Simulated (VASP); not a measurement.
Write the native input for VASP 6.6.1 that does the following.

| Quantity | Value |
| --- | --- |
| Task | single point |
| Functional | r2SCAN0 |
| Potentials or basis | VASP PAW PBE potentials, release 64 (Cu, O) |
| Cutoff | 520 eV |
| k mesh | 5 × 5 × 4 |
| Occupations | fermi-dirac, width 0.05 eV |
| Spin | no spin polarisation |
| Dipole correction | no |
| Grid for exact exchange (PRECFOCK) | Normal |
| Further INCAR settings | ALGO = Normal; EDIFF = 1e-06; NBANDS = 25 |
| Share of exact exchange | 0.25 |

CuO:

```
Cu O
1.0
     3.17550    0.00000    0.00000
     0.00000    3.17550    0.00000
     0.00000    0.00000    4.64953
Cu O
2 2
Direct
  0.00000 0.00000 0.00000
  0.50000 0.50000 0.00000
  0.50000 0.00000 0.26700
  0.00000 0.50000 0.73300
```

These files were run (other wordings do the same):

POSCAR

```
CuO
1.0
    3.1754955000      0.0000000000      0.0000000000
    0.0000000000      3.1754955000      0.0000000000
    0.0000000000      0.0000000000      4.6495318700
Cu O
2 2
Direct
    0.0000000000      0.0000000000      0.0000000000
    0.5000000000      0.5000000000      0.0000000000
    0.5000000000      0.0000000000      0.2670000000
    0.0000000000      0.5000000000      0.7330000000
```

INCAR.step1

```
SYSTEM = CuO
PREC = Accurate
ENCUT = 520
EDIFF = 1E-5
ISMEAR = -1
SIGMA = 0.05
LREAL = .FALSE.
LASPH = .TRUE.
NELM = 100
ALGO = Normal
ISIF = 2
LWAVE = .TRUE.
LCHARG = .FALSE.
GGA = PE
NBANDS = 25
```

INCAR.step2

```
SYSTEM = CuO
PREC = Accurate
ENCUT = 520
EDIFF = 1E-6
ISMEAR = -1
SIGMA = 0.05
LREAL = .FALSE.
LASPH = .TRUE.
NELM = 100
ALGO = Normal
ISIF = 2
LWAVE = .FALSE.
LCHARG = .FALSE.
METAGGA = R2SCAN
LHFCALC = .TRUE.
AEXX = 0.25
LMIXTAU = .TRUE.
PRECFOCK = Normal
ISTART = 1
NBANDS = 25
```

KPOINTS

```
regular mesh
0
G
  5 5 4
  0 0 0
```

Potentials or basis: VASP PAW PBE potentials, release 64 (Cu, O).

Command:

```console
$ cat potpaw_PBE.64/Cu/POTCAR potpaw_PBE.64/O/POTCAR > POTCAR
$ cp INCAR.step1 INCAR
$ mpirun -np 1 vasp_std > vasp.out
$ cp INCAR.step2 INCAR
$ mpirun -np 1 vasp_std > vasp.out
```

Results of the run:

```yaml
Pressure: 8.0 GPa
Largest_force: 1.936 eV/Å
Band_gap_on_the_k_mesh: zero (bands 17 and 18 overlap by 2.64 eV)
```

Caveat: the k points lie up to 0.40 Å⁻¹ apart, too coarse for converged energies and pressures of a metal; the PAW data sets were made with another functional, which shifts forces and pressure a little.

Wall time 79 min on 1 thread of Intel(R) Xeon(R) Platinum 8259CL CPU @ 2.50GHz (Skylake/Cascade Lake), with other jobs on the host, peak memory 0.19 GiB.
